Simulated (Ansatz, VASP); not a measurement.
**SiGe: VASP beside Ansatz**

The input INCAR:

```
SYSTEM = SiGe
  PREC = Accurate
  ENCUT = 520
  EDIFF = 1E-6
  ISMEAR = 0
  SIGMA = 0.03
  LREAL = .FALSE.
  LASPH = .TRUE.
  NELM = 100
  ALGO = Normal
  ISIF = 2
  LWAVE = .FALSE.
  LCHARG = .FALSE.
  NBANDS = 26
```

Contents of KPOINTS:

```
Automatic mesh
0
G
  12 12 6
  0 0 0
```

Contents of POSCAR:

```
SiGe
1.0
    3.7539145622      0.0000000000      0.0000000000
   -1.8769572811      3.2509853745      0.0000000000
    0.0000000000      0.0000000000      6.7945853576
Si Ge
2 2
Direct
    0.6666666667      0.3333333333      0.8745031008
    0.3333333333      0.6666666667      0.3745031008
    0.6666666667      0.3333333333      0.5004958992
    0.3333333333      0.6666666667      0.0004958992
```

Input for Ansatz:

```yaml
crystal:
  lattice:
    - [3.7539145622, 0.0, 0.0]
    - [-1.8769572811, 3.2509853745, 0.0]
    - [0.0, 0.0, 6.7945853576]
  atoms:
    - { symbol: Si, position: [0.6666666667, 0.3333333333, 0.8745031008] }
    - { symbol: Si, position: [0.3333333333, 0.6666666667, 0.3745031008] }
    - { symbol: Ge, position: [0.6666666667, 0.3333333333, 0.5004958992] }
    - { symbol: Ge, position: [0.3333333333, 0.6666666667, 0.0004958992] }
basis:
  ecutwfc: 420
kpoints:
  mp_grid: { grid: [12, 12, 6] }
hamiltonian:
  xc: lda
  pseudopotentials: { kind: paw, azcp: { folder: soft_1 } }
scf:
  occupations: { method: gaussian, width: 0.03 }
output:
  forces: true
  stress: true
  eigenvalues: true
```

Alike in both runs: task single point; functional LDA; k mesh 12 × 12 × 6; occupations gaussian, width 0.03 eV; no spin polarisation.

|  | VASP | Ansatz |
| --- | --- | --- |
| version | VASP 6.6.1 | Ansatz 0.2.0 |
| potentials or method | VASP PAW LDA potentials, release 64 (Si, Ge_d), cutoff 520 eV | scalar-relativistic, plane waves, PAW |
| valence electrons in the cell | 36 | 36 |

```tsv
	VASP	Ansatz	Ansatz less VASP
gap on the k mesh at the Fermi level (eV)	0.12	0.12	-0.002
least direct gap on the mesh (eV)	0.24	0.23	-0.009
pressure (GPa)	1.1	1.1	-0.07
traceless stress, the component that is largest in VASP (GPa)	-11.52	-11.46	+0.059
rms of the force components (eV/Å)	0.393	0.389	-0.0036
```

Ansatz warns that its potentials were made for another functional, while VASP's fit it. LDA's correlation is that of Perdew and Zunger in VASP and of Perdew and Wang (1992) in Ansatz. Atom by atom the forces differ by 0.004 eV/Å (rms over components).
